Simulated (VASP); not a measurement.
# HfC (Fm-3m) in VASP: single point with PBEsol-based screened hybrid with 25 % exact exchange

Aim: the single point of HfC with PBEsol-based screened hybrid with 25 % exact exchange.

Program: VASP 6.6.1. These are calculated values, not measurements. Logs are shortened: lines on timing, memory, paths and dates and some standing lists are left out, and cuts for length are marked.

**1. The cell of the first run**

Symmetry: Fm-3m, No. 225, cubic system. The conventional cell has a = 4.612 Å, b = 4.612 Å, c = 4.612 Å, α = 90.00°, β = 90.00°, γ = 90.00°. Within 3.0 Å of Hf (site symmetry m-3m) lie 6 C at 2.31 Å. Within 3.0 Å of C (site symmetry m-3m) lie 6 Hf at 2.31 Å.

**2. Single point, PBEsol-based screened hybrid with 25 % exact exchange**

Input file POSCAR:

```
HfC
1.0
   -1.6305982536      2.3059734509      1.6306252390
    1.6305982536     -2.3059734509      1.6306252390
    1.6305982536      2.3059734509     -1.6306252390
Hf C
1 1
Direct
    1.0820832552      1.0820832552      0.0000000000
    0.5820834048      0.0820834048      0.5000000000
```

Input file INCAR.step1:

```
  PREC = Accurate
  ENCUT = 520
  EDIFF = 1E-5
  ISMEAR = -1
  SIGMA = 0.05
  LREAL = F
  LASPH = T
  NELM = 60
  ALGO = Normal
  ISIF = 2
  LWAVE = T
  LCHARG = F
  NBANDS = 14
  GGA = PE
```

Input file INCAR.step2:

```
  PREC = Accurate
  ENCUT = 520
  EDIFF = 1E-7
  ISMEAR = -1
  SIGMA = 0.05
  LREAL = F
  LASPH = T
  NELM = 60
  ALGO = Normal
  ISIF = 2
  LWAVE = F
  LCHARG = F
  GGA = PS
  LHFCALC = T
  AEXX = 0.25
  HFSCREEN = 0.207
  PRECFOCK = Normal
  NBANDS = 14
  ISTART = 1
```

Input file KPOINTS:

```
Automatic mesh
0
Gamma
  6 6 6
```

Potentials or basis: VASP PAW PBE potentials, release 64 (Hf_pv, C).

Started as:

```bash
cat potpaw_PBE.64/Hf_pv/POTCAR potpaw_PBE.64/C/POTCAR > POTCAR
cp INCAR.step1 INCAR
mpirun -np 1 vasp_std > vasp.out
cp INCAR.step2 INCAR
mpirun -np 1 vasp_std > vasp.out
```

OUTCAR:

```text
PREC = Accurate
   ENCUT = 520
   EDIFF = 1E-7
   ISMEAR = -1
   LREAL = F
   LASPH = T
   NELM = 60
   ISIF = 2
   GGA = PS
   LHFCALC = T
   AEXX = 0.25
   HFSCREEN = 0.207
   PRECFOCK = Normal
   ISTART = 1

 ion  position               nearest neighbor table
   1  0.082  0.082  0.000-   2 2.31   2 2.31   2 2.31   2 2.31   2 2.31   2 2.31
   2  0.582  0.082  0.500-   1 2.31   1 2.31   1 2.31   1 2.31   1 2.31   1 2.31

  LATTYP: Found a body centered orthorhombic cell.
 ALAT       =     3.2611965072
 B/A-ratio  =     1.0000165494
 C/A-ratio  =     1.4141885935

  Lattice vectors:

 A1 = (   1.6305982536,  -2.3059734509,  -1.6306252390)
 A2 = (  -1.6305982536,  -2.3059734509,   1.6306252390)
 A3 = (  -1.6305982536,   2.3059734509,  -1.6306252390)

Analysis of symmetry for initial positions (statically):
=====================================================================
 Subroutine PRICEL returns:
 Original cell was already a primitive cell.

 Routine SETGRP: Setting up the symmetry group for a
 body centered orthorhombic supercell.

 Subroutine GETGRP returns: Found  8 space group operations
 (whereof  4 operations were pure point group operations)
 out of a pool of  8 trial point group operations.

The static configuration has the point symmetry C_2v.
 The point group associated with its full space group is D_2h.

Analysis of symmetry for dynamics (positions and initial velocities):
=====================================================================
 Subroutine PRICEL returns:
 Original cell was already a primitive cell.

 Routine SETGRP: Setting up the symmetry group for a
 body centered orthorhombic supercell.

 Subroutine GETGRP returns: Found  8 space group operations
 (whereof  4 operations were pure point group operations)
 out of a pool of  8 trial point group operations.

The dynamic configuration has the point symmetry C_2v.
 The point group associated with its full space group is D_2h.

 Subroutine INISYM returns: Found  8 space group operations
 (whereof  4 operations are pure point group operations),
 and found     1 'primitive' translations

----------------------------------------------------------------------------------------

                                     Primitive cell

  volume of cell :      24.5254

  direct lattice vectors                    reciprocal lattice vectors
    -1.630598254  2.305973451  1.630625239     0.000000000  0.216828169  0.306630848
     1.630598254 -2.305973451  1.630625239     0.306635923  0.000000000  0.306630848
     1.630598254  2.305973451 -1.630625239     0.306635923  0.216828169  0.000000000

  length of vectors
     3.261181211  3.261181211  3.261181211     0.375548841  0.433645092  0.375552984

  position of ions in fractional coordinates (direct lattice)
     0.082083255  0.082083255  0.000000000
     0.582083405  0.082083405  0.500000000

  ion indices of the primitive-cell ions
   primitive index   ion index
                 1           1
                 2           2

----------------------------------------------------------------------------------------

 KPOINTS: Automatic mesh

Automatic generation of k-mesh.
 Grid dimensions read from file:
 generate k-points for:    6    6    6

 Generating k-lattice:

  Cartesian coordinates                     Fractional coordinates (reciprocal lattice)
     0.000000000  0.036138028  0.051105141     0.166666667 -0.000000000  0.000000000
     0.051105987  0.000000000  0.051105141    -0.000000000  0.166666667  0.000000000
     0.051105987  0.036138028  0.000000000     0.000000000  0.000000000  0.166666667

  Length of vectors
     0.062591473  0.072274182  0.062592164

  Shift w.r.t. Gamma in fractional coordinates (k-lattice)
     0.000000000  0.000000000  0.000000000

 Subroutine IBZKPT returns following result:
 ===========================================

 Found     46 irreducible k-points:

 Following reciprocal coordinates:
            Coordinates               Weight
  0.000000  0.000000  0.000000      1.000000
  0.166667 -0.000000  0.000000      4.000000
  0.333333  0.000000 -0.000000      4.000000
  0.500000 -0.000000  0.000000      2.000000
 -0.000000  0.166667  0.000000      4.000000
  0.166667  0.166667  0.000000      8.000000
[... 16 lines left out ...]
 -0.166667  0.166667  0.166667      2.000000
  0.166667  0.333333  0.166667      4.000000
 [... further k-points ...]
   k-points           NKPTS =     46   k-points in BZ     NKDIM =    216   number of bands    NBANDS=     14
   number of dos      NEDOS =    301   number of ions     NIONS =      2
   total plane-waves  NPLWV =  13824
   dimension x,y,z NGX =    24 NGY =   24 NGZ =   24
   dimension x,y,z NGXF=    48 NGYF=   48 NGZF=   48
   ions per type =               1   1
   NGX,Y,Z   is equivalent  to a cutoff of  12.23, 12.23, 12.23 a.u.
   NGXF,Y,Z  is equivalent  to a cutoff of  24.47, 24.47, 24.47 a.u.
 SYSTEM =  unknown system
   PREC   = accura    normal or accurate (medium, high low for compatibility)
   ISTART =      1    job   : 0-new  1-cont  2-samecut
   ICHARG =      0    charge: 1-file 2-atom 10-const
   ISPIN  =      1    spin polarized calculation?
   LNONCOLLINEAR =      F non collinear calculations
   LSORBIT =      F    spin-orbit coupling
   LASPH  =      T    aspherical Exc in radial PAW
   ENCUT  =  520.0 eV  38.22 Ry    6.18 a.u.   6.06  6.06  6.06*2*pi/ulx,y,z
   NELM   =     60;   NELMIN=  2; NELMDL=  0     # of ELM steps
   EDIFF  = 0.1E-06   stopping-criterion for ELM
   LREAL  =      F    real-space projection
   EDIFFG = 0.1E-05   stopping-criterion for IOM
   NSW    =      0    number of steps for IOM
   IBRION =     -1    ionic relax: 0-MD 1-quasi-New 2-CG
   NFREE  =      0    steps in history (QN), initial steepest desc. (CG)
   ISIF   =      2    stress and relaxation
   ISYM   =      3    0-nonsym 1-usesym 2-fastsym
   POTIM  = 0.5000    time-step for ionic-motion
   TEBEG  =    0.0;   TEEND  =   0.0 temperature during run
   PSTRESS=    0.0 pullay stress
   NELECT =      14.0000    total number of electrons
   NUPDOWN=      -1.0000    fix difference up-down
   EMIN   =  10.00;   EMAX   =-10.00  energy-range for DOS
   EFERMI =   0.00;   METHOD = LEGACY
   ISMEAR =    -1;   SIGMA  =   0.05  broadening in eV -4-tet -1-fermi 0-gaus
   EFERMI_NEDOS =   21; number of points for ismear=-14 and -15
   IALGO  =     38    algorithm
   IMIX   =      1    mixing-type and parameters
     AMIX     =   0.40;   BMIX     =  1.00
     AMIX_MAG =   1.60;   BMIX_MAG =  1.00
  volume/ion in A,a.u.               =      12.26        82.75
  Fermi-wavevector in a.u.,A,eV,Ry     =   1.358039  2.566322 25.092830  1.844271
  Thomas-Fermi vector in A             =   2.484907
   LORBIT       =      0    0 simple, 1 ext, 2 COOP (PROOUT), +10 PAW based schemes
   GGA     = PS    functional components
   LHFCALC =     T    Hartree Fock is set to
   PRECFOCK=normal    Normal, Fast or Accurate (Low or Medium for compatibility)
   ENCUT4O =  -1.0   cutoff for four orbital integrals eV
   NKREDX  =     1    reduce k-point grid by
   NKREDY  =     1    reduce k-point grid by
   NKREDZ  =     1    reduce k-point grid by
   AEXX    =    0.2500 exact exchange contribution
   HFSCREEN=    0.2070 screening length (either q_TF or 0.3 A-1)
   HFSCREENC=   0.2070 screening length for correlation (either q_TF or 0.3 A-1)
   ENCUTFOCK=  -1.0 apply spherical cutoff to Coloumb kernel
   IVDW    =     0    specifies the selected vdW correction
   LEPSILON=     F    determine dielectric tensor
   LRPA    =     F    only Hartree local field effects (RPA)
 non-spin polarized calculation
  energy-cutoff  :      520.00
  volume of cell :       24.53
 maximum number of plane-waves:       680
  NGX = 20; NGY = 20; NGZ = 20

 number of electron      14.0000002 magnetization

 Free energy of the ion-electron system (eV)
  ---------------------------------------------------
  ext. energy  EPLUGINS =         0.00000000
  ---------------------------------------------------
  free energy    TOTEN  =       -24.77483639 eV

  energy without entropy =      -24.77033410  energy(sigma->0) =      -24.77258524

 E-fermi :   5.5743     XC(G=0): -10.2340

 val. band max:        5.4957916175   @ k =  -0.0000   0.1667   0.0000
 cond. band min:       5.6045645973   @ k =   0.5000   0.5000   0.5000
 fundamental gap:      0.1087729797
 Fermi energy:         5.5743282448

 k-point     1 :       0.0000    0.0000    0.0000
  band No.  band energies     occupation
      1     -25.7754      2.00000
      2     -25.7754      2.00000
      3     -25.7754      2.00000
      4      -8.2694      2.00000
      5       6.9116      0.00000
      6       6.9118      0.00000
      7       6.9119      0.00000
      8       7.7268      0.00000
      9       7.7271      0.00000
     10       7.7273      0.00000
     11       9.7916      0.00000
     12       9.7920      0.00000
     13      13.9605      0.00000
     14      17.7262      0.00000

 k-point     2 :       0.1667   -0.0000    0.0000
  band No.  band energies     occupation
      1     -25.9993      2.00000
      2     -25.7944      2.00000
      3     -25.7944      2.00000
      4      -7.4968      2.00000
      5       4.0088      2.00000
      6       4.7815      2.00000
      7       4.7815      2.00000
      8       8.6906      0.00000
      9       8.6906      0.00000
     10       8.9786      0.00000
     11      12.5145      0.00000
     12      12.5149      0.00000
     13      15.3673      0.00000
     14      19.6619      0.00000
[... 343 lines left out ...]
      1     -26.1993      2.00000
      2     -25.9288      2.00000
      3     -25.7985      2.00000
      4      -6.4266      2.00000
      5       1.9780      2.00000
      6       3.3103      2.00000
      7       3.8157      2.00000
      8       8.9847      0.00000
      9      10.1602      0.00000
     10      11.1145      0.00000
     11      12.2181      0.00000
     12      16.2145      0.00000
     13      16.7660      0.00000
     14      21.1840      0.00000

 k-point    24 :       0.1667    0.3333    0.1667
  band No.  band energies     occupation
      1     -26.4058      2.00000
      2     -26.1762      2.00000
      3     -26.0707      2.00000
      4      -5.5470      2.00000
      5       2.5066      2.00000
      6       2.8415      2.00000
      7       2.9849      2.00000
      8       8.3249      0.00000
      9      12.1136      0.00000
     10      13.6172      0.00000
     11      13.7702      0.00000
     12      15.5978      0.00000
     13      19.0110      0.00000
     14      20.5437      0.00000

 [... further k-points ...]

------------------------ aborting loop because EDIFF is reached ----------------------------------------

  FORCE on cell =-STRESS in cart. coord.  units (eV):
  Direction    XX          YY          ZZ          XY          YZ          ZX
  --------------------------------------------------------------------------------------
  -------------------------------------------------------------------------------------
  Total       -0.4305853     -0.4296343     -0.4314247      0.0000000      0.0000000      0.0000000
  in kB      -28.1290033    -28.0668784    -28.1838408      0.0000000      0.0000000      0.0000000
  external PRESSURE =     -28.1265742 kB  Pullay stress =       0.0000000 kB

 VOLUME and BASIS-vectors are now :
 -----------------------------------------------------------------------------
  energy-cutoff  :      520.00
  volume of cell :       24.53
      direct lattice vectors                 reciprocal lattice vectors
    -1.630598254  2.305973451  1.630625239     0.000000000  0.216828169  0.306630848
     1.630598254 -2.305973451  1.630625239     0.306635923  0.000000000  0.306630848
     1.630598254  2.305973451 -1.630625239     0.306635923  0.216828169  0.000000000

 POSITION                                       TOTAL-FORCE (eV/Angst)
 -----------------------------------------------------------------------------------
      0.00000      0.00000      0.26769        -0.000000     -0.000000      0.000000
      0.00000      2.30597      0.26769         0.000000      0.000000     -0.000000
 -----------------------------------------------------------------------------------
    total drift:                                0.000000     -0.000000     -0.000090

  FREE ENERGIE OF THE ION-ELECTRON SYSTEM (eV)
  ---------------------------------------------------
  free  energy   TOTEN  =       -24.7748363904 eV

  energy  without entropy=      -24.7703340964  energy(sigma->0) =      -24.77258524
```

Run time: 49 min. Hardware: 1 thread of Intel Xeon Platinum 8488C (Sapphire Rapids), shared host; peak memory 0.27 GiB.

What came out:

```yaml
Free_energy: -24.7748 eV
Pressure: -2.8 GPa
Band_gap_on_the_k_mesh: zero (bands 7 and 8 overlap by 1.61 eV)
```

Caveat: the k points lie up to 0.39 Å⁻¹ apart, too coarse for converged energies and pressures of a metal; the PAW data sets were made with another functional, which shifts forces and pressure a little; spin-orbit coupling is left out, which moves the levels of the heavy elements.

The gap in the log of VASP goes by the Fermi energy; the results here count the filled bands.